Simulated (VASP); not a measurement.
# CoMo (P-6m2) in VASP: further runs

Runs on CoMo. Level: LDA. Tasks: single point.

All numbers are computed with VASP 6.6.1; they aren't measurements. Logs are shortened: lines on timing, memory, paths and dates and some standing lists are left out, and cuts for length are marked.

**1. The cell of the first run**

It takes space group P-6m2 (No. 187, hexagonal). The conventional cell has a = 2.695 Å, b = 2.695 Å, c = 4.184 Å, α = 90.00°, β = 90.00°, γ = 120.00°. Within 3.4 Å of Co (site symmetry -6m2) lie 6 Mo at 2.61 Å and 6 Co at 2.69 Å. Within 3.4 Å of Mo (site symmetry -6m2) lie 6 Co at 2.61 Å and 6 Mo at 2.69 Å.

**2. Single point, LDA, collinear spin, ferromagnetic start**

INCAR

```
PREC     = Accurate       # precision mode
ENCUT    = 520            # plane-wave cutoff, eV
EDIFF    = 1E-6           # SCF threshold, eV
ISMEAR   = -1             # smearing method
SIGMA    = 0.05           # smearing width, eV
LREAL    = F              # projectors in reciprocal space
LASPH    = T              # aspherical terms in the spheres
NELM     = 150            # most SCF steps
ALGO     = Normal         # electronic algorithm
ISIF     = 2              # what is computed and relaxed
LWAVE    = F              # write WAVECAR
LCHARG   = T              # write CHGCAR
ISPIN    = 2              # spin polarisation
MAGMOM   = 2 0            # initial moments
LORBIT   = 11             # projections on sites
LMAXMIX  = 4              # l up to which the mixer works
GGA      = CA             # functional
LELF     = T              # ELF
LVHAR    = T            
NBANDS   = 22             # bands
```

KPOINTS

```
regular mesh
0
Gamma
  14 14 8
```

POSCAR

```
CoMo
1.0
    2.6949279053      0.0000000000      0.0000000000
   -1.3474639526      2.3338760273      0.0000000000
    0.0000000000      0.0000000000      4.1836180000
Co Mo
1 1
Direct
    0.6666666667      0.3333333333      0.5000000000
    0.3333333333      0.6666666667      0.0000000000
```

Potentials or basis: VASP PAW LDA potentials, release 64 (Co, Mo_sv).

Run with:

```bash
$ cat potpaw_LDA.64/Co/POTCAR potpaw_LDA.64/Mo_sv/POTCAR > POTCAR
$ mpirun -np 1 vasp_std > vasp.out
```

OUTCAR:

```text
PREC = Accurate
   ENCUT = 520
   EDIFF = 1E-6
   ISMEAR = -1
   LREAL = F
   LASPH = T
   NELM = 150
   ISIF = 2
   ISPIN = 2
   LORBIT = 11
   GGA = CA

 ion  position               nearest neighbor table
   1  0.667  0.333  0.500-   2 2.61   2 2.61   2 2.61   2 2.61   2 2.61   2 2.61
   2  0.333  0.667  0.000-   1 2.61   1 2.61   1 2.61   1 2.61   1 2.61   1 2.61

  LATTYP: Found a hexagonal cell.
 ALAT       =     2.6949279053
 C/A-ratio  =     1.5524044231

  Lattice vectors:

 A1 = (   2.6949279053,   0.0000000000,   0.0000000000)
 A2 = (  -1.3474639526,   2.3338760273,   0.0000000000)
 A3 = (   0.0000000000,   0.0000000000,   4.1836180000)

Analysis of symmetry for initial positions (statically):
=====================================================================
 Subroutine PRICEL returns:
 Original cell was already a primitive cell.

 Routine SETGRP: Setting up the symmetry group for a
 hexagonal supercell.

 Subroutine GETGRP returns: Found 12 space group operations
 (whereof 12 operations were pure point group operations)
 out of a pool of 24 trial point group operations.

The static configuration has the point symmetry D_3h.

Analysis of symmetry for dynamics (positions and initial velocities):
=====================================================================
 Subroutine PRICEL returns:
 Original cell was already a primitive cell.

 Routine SETGRP: Setting up the symmetry group for a
 hexagonal supercell.

 Subroutine GETGRP returns: Found 12 space group operations
 (whereof 12 operations were pure point group operations)
 out of a pool of 24 trial point group operations.

The dynamic configuration has the point symmetry D_3h.

Analysis of structural, dynamic, and magnetic symmetry:
=====================================================================
 Subroutine PRICEL returns:
 Original cell was already a primitive cell.

 Routine SETGRP: Setting up the symmetry group for a
 hexagonal supercell.

 Subroutine GETGRP returns: Found 12 space group operations
 (whereof 12 operations were pure point group operations)
 out of a pool of 24 trial point group operations.

The overall configuration has the point symmetry D_3h.

 Subroutine INISYM returns: Found 12 space group operations
 (whereof 12 operations are pure point group operations),
 and found     1 'primitive' translations

----------------------------------------------------------------------------------------

                                     Primitive cell

  volume of cell :      26.3134

  direct lattice vectors                    reciprocal lattice vectors
     2.694927905  0.000000000  0.000000000     0.371067440  0.214235887  0.000000000
    -1.347463953  2.333876027  0.000000000     0.000000000  0.428471773  0.000000000
     0.000000000  0.000000000  4.183618000     0.000000000  0.000000000  0.239027559

  length of vectors
     2.694927905  2.694927905  4.183618000     0.428471773  0.428471773  0.239027559

  position of ions in fractional coordinates (direct lattice)
     0.666666667  0.333333333  0.500000000
     0.333333333  0.666666667  0.000000000

  ion indices of the primitive-cell ions
   primitive index   ion index
                 1           1
                 2           2

----------------------------------------------------------------------------------------

 KPOINTS: regular mesh

Automatic generation of k-mesh.
 Grid dimensions read from file:
 generate k-points for:   14   14    8

 Generating k-lattice:

  Cartesian coordinates                     Fractional coordinates (reciprocal lattice)
     0.026504817  0.015302563  0.000000000     0.071428571  0.000000000  0.000000000
     0.000000000  0.030605127  0.000000000     0.000000000  0.071428571  0.000000000
     0.000000000  0.000000000  0.029878445     0.000000000  0.000000000  0.125000000

  Length of vectors
     0.030605127  0.030605127  0.029878445

  Shift w.r.t. Gamma in fractional coordinates (k-lattice)
     0.000000000  0.000000000  0.000000000

 Subroutine IBZKPT returns following result:
 ===========================================

 Found    120 irreducible k-points:

 Following reciprocal coordinates:
            Coordinates               Weight
  0.000000  0.000000  0.000000      1.000000
  0.071429 -0.000000  0.000000      6.000000
  0.142857 -0.000000  0.000000      6.000000
  0.214286  0.000000  0.000000      6.000000
  0.285714 -0.000000  0.000000      6.000000
  0.357143  0.000000  0.000000      6.000000
[... 16 lines left out ...]
  0.285714  0.285714  0.000000      6.000000
  0.357143  0.285714  0.000000      6.000000
 [... further k-points ...]
   k-points           NKPTS =    120   k-points in BZ     NKDIM =    120   number of bands    NBANDS=     22
   number of dos      NEDOS =    301   number of ions     NIONS =      2
   total plane-waves  NPLWV =  12800
   dimension x,y,z NGX =    20 NGY =   20 NGZ =   32
   dimension x,y,z NGXF=    40 NGYF=   40 NGZF=   64
   ions per type =               1   1
   NGX,Y,Z   is equivalent  to a cutoff of  12.34, 12.34, 12.72 a.u.
   NGXF,Y,Z  is equivalent  to a cutoff of  24.68, 24.68, 25.43 a.u.
 SYSTEM =  unknown system
   PREC   = accura    normal or accurate (medium, high low for compatibility)
   ISTART =      0    job   : 0-new  1-cont  2-samecut
   ICHARG =      2    charge: 1-file 2-atom 10-const
   ISPIN  =      2    spin polarized calculation?
   LNONCOLLINEAR =      F non collinear calculations
   LSORBIT =      F    spin-orbit coupling
   LASPH  =      T    aspherical Exc in radial PAW
   ENCUT  =  520.0 eV  38.22 Ry    6.18 a.u.   5.01  5.01  7.78*2*pi/ulx,y,z
   NELM   =    150;   NELMIN=  2; NELMDL= -5     # of ELM steps
   EDIFF  = 0.1E-05   stopping-criterion for ELM
   LREAL  =      F    real-space projection
   EDIFFG = 0.1E-04   stopping-criterion for IOM
   NSW    =      0    number of steps for IOM
   IBRION =     -1    ionic relax: 0-MD 1-quasi-New 2-CG
   NFREE  =      0    steps in history (QN), initial steepest desc. (CG)
   ISIF   =      2    stress and relaxation
   ISYM   =      2    0-nonsym 1-usesym 2-fastsym
   POTIM  = 0.5000    time-step for ionic-motion
   TEBEG  =    0.0;   TEEND  =   0.0 temperature during run
   PSTRESS=    0.0 pullay stress
   NELECT =      23.0000    total number of electrons
   NUPDOWN=      -1.0000    fix difference up-down
   EMIN   =  10.00;   EMAX   =-10.00  energy-range for DOS
   EFERMI =   0.00;   METHOD = LEGACY
   ISMEAR =    -1;   SIGMA  =   0.05  broadening in eV -4-tet -1-fermi 0-gaus
   EFERMI_NEDOS =   21; number of points for ismear=-14 and -15
   IALGO  =     38    algorithm
   IMIX   =      4    mixing-type and parameters
     AMIX     =   0.40;   BMIX     =  1.00
     AMIX_MAG =   1.60;   BMIX_MAG =  1.00
  volume/ion in A,a.u.               =      13.16        88.79
  Fermi-wavevector in a.u.,A,eV,Ry     =   1.565279  2.957949 33.335617  2.450099
  Thomas-Fermi vector in A             =   2.667779
   LORBIT       =     11    0 simple, 1 ext, 2 COOP (PROOUT), +10 PAW based schemes
   GGA     = CA    functional components
   LHFCALC =     F    Hartree Fock is set to
   AEXX    =    0.0000 exact exchange contribution
   IVDW    =     0    specifies the selected vdW correction
   LEPSILON=     F    determine dielectric tensor
   LRPA    =     F    only Hartree local field effects (RPA)
 spin polarized calculation
  energy-cutoff  :      520.00
  volume of cell :       26.31
 maximum number of plane-waves:       726
 NGX is ok and might be reduce to    20
   NGX =  9   NGY =  9   NGZ = 15

 number of electron      23.0000002 magnetization       0.3159559

 Free energy of the ion-electron system (eV)
  ---------------------------------------------------
  ext. energy  EPLUGINS =         0.00000000
  ---------------------------------------------------
  free energy    TOTEN  =       -19.90474739 eV

  energy without entropy =      -19.88396773  energy(sigma->0) =      -19.89435756

 E-fermi :  11.2242     XC(G=0): -13.6713

 val. band max:       11.2177282887   @ k =   0.2143   0.0000   0.0000
 cond. band min:      11.2341587368   @ k =   0.3571   0.2857   0.5000
 fundamental gap:      0.0164304481
 Fermi energy:        11.2241983491

 spin component 1

 k-point     1 :       0.0000    0.0000    0.0000
  band No.  band energies     occupation
      1     -49.2679      1.00000
      2     -23.5847      1.00000
      3     -22.6698      1.00000
      4     -22.6698      1.00000
      5       3.5654      1.00000
      6       6.4320      1.00000
[... 14 lines left out ...]
     21      32.5046      0.00000
     22      32.9312      0.00000

 k-point     2 :       0.0714   -0.0000    0.0000
  band No.  band energies     occupation
      1     -49.2549      1.00000
      2     -23.5727      1.00000
      3     -22.7524      1.00000
      4     -22.6882      1.00000
      5       3.7416      1.00000
      6       6.5867      1.00000
[... 14 lines left out ...]
     21      31.3902      0.00000
     22      32.6184      0.00000

 k-point     3 :       0.1429   -0.0000    0.0000
  band No.  band energies     occupation
      1     -49.2182      1.00000
      2     -23.5390      1.00000
      3     -22.9804      1.00000
      4     -22.7394      1.00000
      5       4.2410      1.00000
      6       6.9767      1.00000
[... 14 lines left out ...]
     21      30.5183      0.00000
     22      31.6877      0.00000
[... 476 lines left out ...]
 k-point    23 :       0.2857    0.2857    0.0000
  band No.  band energies     occupation
      1     -48.9749      1.00000
      2     -23.9288      1.00000
      3     -23.5309      1.00000
      4     -23.3160      1.00000
      5       7.3398      1.00000
      6       7.8978      1.00000
[... 14 lines left out ...]
     21      28.1467      0.00000
     22      28.6172      0.00000

 k-point    24 :       0.3571    0.2857    0.0000
  band No.  band energies     occupation
      1     -48.9664      1.00000
      2     -23.8783      1.00000
      3     -23.6426      1.00000
      4     -23.3082      1.00000
      5       7.3062      1.00000
      6       8.0429      1.00000
[... 14 lines left out ...]
     21      27.7031      0.00000
     22      27.8499      0.00000

 [... further k-points ...]

 spin component 2

 k-point     1 :       0.0000    0.0000    0.0000
  band No.  band energies     occupation
      1     -49.2799      1.00000
      2     -23.5998      1.00000
      3     -22.6815      1.00000
      4     -22.6815      1.00000
      5       3.5817      1.00000
      6       6.4760      1.00000
[... 14 lines left out ...]
     21      32.5655      0.00000
     22      32.9385      0.00000

 k-point     2 :       0.0714   -0.0000    0.0000
  band No.  band energies     occupation
      1     -49.2669      1.00000
      2     -23.5878      1.00000
      3     -22.7642      1.00000
      4     -22.6999      1.00000
      5       3.7582      1.00000
      6       6.6340      1.00000
[... 14 lines left out ...]
     21      31.4550      0.00000
     22      32.6276      0.00000

 k-point     3 :       0.1429   -0.0000    0.0000
  band No.  band energies     occupation
      1     -49.2303      1.00000
      2     -23.5542      1.00000
      3     -22.9921      1.00000
      4     -22.7512      1.00000
      5       4.2586      1.00000
      6       7.0348      1.00000
[... 14 lines left out ...]
     21      30.5254      0.00000
     22      31.6768      0.00000
[... 476 lines left out ...]
 k-point    23 :       0.2857    0.2857    0.0000
  band No.  band energies     occupation
      1     -48.9869      1.00000
      2     -23.9406      1.00000
      3     -23.5427      1.00000
      4     -23.3312      1.00000
      5       7.4317      1.00000
      6       8.0045      1.00000
[... 14 lines left out ...]
     21      28.1709      0.00000
     22      28.6323      0.00000

 k-point    24 :       0.3571    0.2857    0.0000
  band No.  band energies     occupation
      1     -48.9784      1.00000
      2     -23.8901      1.00000
      3     -23.6543      1.00000
      4     -23.3234      1.00000
      5       7.4027      1.00000
      6       8.1460      1.00000
[... 14 lines left out ...]
     21      27.7285      0.00000
     22      27.8599      0.00000

 [... further k-points ...]
[... 5 lines left out ...]
  --------------------------------------------------------------------------------------
  -------------------------------------------------------------------------------------
  Total       -2.0563833     -2.0563833     -2.2068694     -0.0000000      0.0000000     -0.0000000
  in kB     -125.2096210   -125.2096210   -134.3724579     -0.0000000      0.0000000     -0.0000000
  external PRESSURE =    -128.2639000 kB  Pullay stress =       0.0000000 kB

 VOLUME and BASIS-vectors are now :
 -----------------------------------------------------------------------------
  energy-cutoff  :      520.00
  volume of cell :       26.31
      direct lattice vectors                 reciprocal lattice vectors
     2.694927905  0.000000000  0.000000000     0.371067440  0.214235887  0.000000000
    -1.347463953  2.333876027  0.000000000     0.000000000  0.428471773  0.000000000
     0.000000000  0.000000000  4.183618000     0.000000000  0.000000000  0.239027559

 POSITION                                       TOTAL-FORCE (eV/Angst)
 -----------------------------------------------------------------------------------
      1.34746      0.77796      2.09181         0.000000      0.000000      0.000000
     -0.00000      1.55592      0.00000        -0.000000      0.000000      0.000000
 -----------------------------------------------------------------------------------
    total drift:                                0.000001     -0.000000      0.000000

  FREE ENERGIE OF THE ION-ELECTRON SYSTEM (eV)
  ---------------------------------------------------
  free  energy   TOTEN  =       -19.9047473867 eV

  energy  without entropy=      -19.8839677261  energy(sigma->0) =      -19.89435756

 total charge

# of ion       s       p       d       tot
------------------------------------------
    1        0.473   0.490   7.322   8.285
    2        2.413   6.199   4.011  12.623
--------------------------------------------------
tot          2.886   6.689  11.333  20.908

 magnetization (x)

# of ion       s       p       d       tot
------------------------------------------
    1       -0.001  -0.003   0.350   0.346
    2       -0.002  -0.003  -0.019  -0.023
--------------------------------------------------
tot         -0.003  -0.006   0.331   0.323
```

It took 2.8 min on 1 thread of Intel Xeon 6975P-C, shared host; peak memory 0.22 GiB.

Results:

| Quantity | Value |
| --- | --- |
| Free energy | -19.9047 eV |
| Pressure | -12.8 GPa |
| Net moment | 0.32 μB per cell |
| Site moments | Co +0.35; Mo -0.02 μB |
| Valence electrons inside the program's atomic spheres | Co 8.29; Mo 12.62 |

Stress tensor (GPa, compression positive):
```
-12.52   0.00   0.00
  0.00 -12.52   0.00
  0.00   0.00 -13.44
```

(Continued in part 2 of 2.)
